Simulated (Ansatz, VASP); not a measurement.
## K: VASP beside Ansatz

The input INCAR:

```
SYSTEM = K
PREC = Accurate
ENCUT = 520
EDIFF = 1E-7
ISMEAR = -1
SIGMA = 0.05
LREAL = .False.
LASPH = .True.
NELM = 100
ALGO = Normal
ISIF = 2
LWAVE = .False.
LCHARG = .True.
GGA = PE
LELF = .True.
LVHAR = .True.
NBANDS = 10
```

KPOINTS

```
regular mesh
0
Gamma
  7 7 7
  0 0 0
```

File POSCAR:

```
K
1.0
    0.0000000000      3.3226314950      3.3226314950
    3.3226314950      0.0000000000      3.3226314950
    3.3226314950      3.3226314950      0.0000000000
K
1
Direct
    0.0000000000      0.0000000000      0.0000000000
```

The input input.yaml:

```yaml
crystal:
  lattice:
    - [0.0, 3.322631495, 3.322631495]
    - [3.322631495, 0.0, 3.322631495]
    - [3.322631495, 3.322631495, 0.0]
  atoms:
    - { symbol: K, position: [0.0, 0.0, 0.0] }
kpoints:
  mp_grid: { grid: [7, 7, 7] }
scf:
  occupations: { method: fermi_dirac, width: 0.05 }
hamiltonian:
  xc: pbe
  pseudopotentials: { kind: all_electron, lapw: { basis_error: 0.0005 } }
output:
  forces: true
  stress: true
  eigenvalues: true
```

Change from the starting cell: volume scaled by 0.94.

Alike in both runs: task single point; functional PBE; k mesh 7 × 7 × 7; occupations fermi-dirac, width 0.05 eV; no spin polarisation.

```csv
,VASP,Ansatz
version,VASP 6.6.1,Ansatz 0.2.0
potentials or method,"VASP PAW PBE potentials, release 64 (K_sv), cutoff 520 eV","all-electron LAPW, scalar-relativistic"
```

|  | VASP | Ansatz | Ansatz less VASP |
| --- | --- | --- | --- |
| gap on the k mesh at the Fermi level (eV) | none | none | - |
| pressure (GPa) | 0.0 | 0.0 | +0.01 |

A gap of «none» marks a metal or a gap that the smearing closes. Ansatz ran all-electron here, and VASP with PAW potentials.
